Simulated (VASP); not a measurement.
# Ti2B2Os: relaxation of cell and atoms with PBE

Ti2B2Os:

```xyz
5
Lattice="3.9869 0.0000 0.0000 -1.9934 3.4527 0.0000 0.0000 0.0000 4.7031" Properties=species:S:1:pos:R:3 pbc="T T T"
Ti    1.9934    1.1509    0.0000
Ti    1.9934    1.1509    2.3516
B     0.0000    0.0000    1.4252
B     0.0000    0.0000    3.2779
Os    0.0000    2.3018    0.0000
```

The cell was generated, and may not be a known phase.

- Program: VASP 6.6.1
- Task: relaxation of cell and atoms
- Functional: PBE
- Potentials or basis: VASP PAW PBE potentials, release 64 (Ti_sv, B, Os)
- Cutoff: 600 eV
- k mesh: 12 × 12 × 8
- Occupations: gaussian, width 0.1 eV
- Spin: no spin polarisation
- Dipole correction: no
- Further INCAR settings: ALGO = Fast; EDIFF = 1e-06; IBRION = 2; EDIFFG = -0.01; NSW = 100; ISIF = 3

The relaxed volume is 13.00 Å³/atom, the relaxed cell is a = 3.987 Å, b = 3.987 Å, c = 4.722 Å, α = 90.00°, β = 90.00°, γ = 120.00° and the space group after relaxing (to 0.1 Å) is P-6m2 (No. 187). The energy gained by relaxing is 0.3 meV/atom and the ionic steps are 14. The pressure after relaxing is 0.0 GPa and the largest force after relaxing is 0.008 eV/Å. The band gap on the k mesh is zero (bands 19 and 20 overlap by 1.38 eV).

Forces in eV/Å, atoms in the order of the input:
```
Ti   0.000  0.000  0.000
Ti   0.000  0.000  0.000
B    0.000  0.000  0.008
B    0.000  0.000 -0.008
Os   0.000  0.000  0.000
```

Stress tensor (GPa, compression positive):
```
-0.04  0.00  0.00
 0.00 -0.04  0.00
 0.00  0.00  0.12
```

The path:
```tsv
step	energy change (eV)	largest force (eV/Å)	pressure (GPa)	volume (Å³)
1	0.0000	0.0311	-0.03	64.74
2	-0.0004	0.0368	0.62	64.72
3	-0.0004	0.0374	0.64	64.72
4	-0.0006	0.0393	0.60	64.75
5	-0.0007	0.0434	0.42	64.84
6	-0.0009	0.0423	0.29	64.88
7	-0.0011	0.0369	-0.05	65.01
8	-0.0012	0.0355	-0.10	65.04
9	-0.0012	0.0309	-0.11	65.03
10	-0.0013	0.0169	-0.07	65.00
11	-0.0012	0.0121	0.15	64.94
12	-0.0013	0.0094	0.03	64.98
13	-0.0013	0.0105	0.03	64.99
14	-0.0013	0.0076	0.01	64.99
```

Final structure:
```xyz
5
Lattice="3.9865 0.0000 0.0000 -1.9933 3.4524 0.0000 0.0000 0.0000 4.7219" Properties=species:S:1:pos:R:3 pbc="T T T"
Ti    1.9933    1.1508    4.7219
Ti    1.9933    1.1508    2.3610
B     1.9933    3.4524    1.4388
B     0.0000    0.0000    3.2832
Os    0.0000    2.3016    4.7219
```

Levels at points of the mesh, in eV from the Fermi level:
```csv
k point,band 16,band 17,band 18,band 19,band 20,band 21,band 22,band 23
"(0.00, 0.00, 0.00)",-2.40,-1.04,-1.04,-0.90,-0.90,-0.38,1.36,1.36
"(0.50, 0.00, 0.00)",-2.17,-2.05,-1.27,-1.26,1.04,1.05,1.50,1.98
"(0.00, 0.00, 0.50)",-1.64,-1.64,-0.74,0.33,0.33,0.88,0.88,2.08
"(0.50, 0.00, 0.50)",-2.62,-1.74,-1.10,0.11,1.05,1.11,1.24,2.11
```

Wall time 11 min on 1 thread of Intel(R) Xeon(R) 6975P-C (Granite Rapids), on a shared host, peak memory 0.35 GiB.

Caveat: spin-orbit coupling is left out, which moves the levels of the heavy elements.
